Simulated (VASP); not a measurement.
Set up this calculation in VASP 6.6.1, as the native input.

```yaml
Task: single point
Functional: PBEsol
Potentials_or_basis: VASP PAW PBE potentials, release 64 (Mg, O)
Cutoff: 520 eV
k_mesh: 10 × 10 × 10
Occupations: gaussian, width 0.02 eV
Spin: no spin polarisation
Dipole_correction: no
Further_INCAR_settings: ALGO = Normal; EDIFF = 1e-06; NBANDS = 11
```

The structure of MgO lies in POSCAR:

```
MgO
1.0
    0.0000000000      2.1074707747      2.1074707747
    2.1074707747      0.0000000000      2.1074707747
    2.1074707747      2.1074707747      0.0000000000
Mg O
1 1
Direct
    0.0000000000      0.0000000000      0.0000000000
    0.5000000000      0.5000000000      0.5000000000
```

One way to write it, as run:

INCAR

```
  PREC = Accurate
  ENCUT = 520
  EDIFF = 1E-6
  ISMEAR = 0
  SIGMA = 0.02
  LREAL = F
  LASPH = T
  NELM = 100
  ALGO = Normal
  ISIF = 2
  LWAVE = F
  LCHARG = T
  GGA = PS
  LELF = T
  LVHAR = T
  NBANDS = 11
```

KPOINTS

```
Automatic mesh
0
Gamma
  10 10 10
```

Potentials or basis: VASP PAW PBE potentials, release 64 (Mg, O).

The run is started by

```sh
$ cat potpaw_PBE.64/Mg/POTCAR potpaw_PBE.64/O/POTCAR > POTCAR
$ mpirun -np 1 vasp_std > vasp.out
```

Results of the run:

- Pressure: -0.6 GPa
- Band gap on the k mesh: 4.61 eV

Caveat: the PAW data sets were made with another functional, which shifts forces and pressure a little.

It took 16 s on 1 thread of Intel(R) Xeon(R) Platinum 8259CL CPU @ 2.50GHz (Skylake/Cascade Lake), on a shared host, peak memory 0.14 GiB.
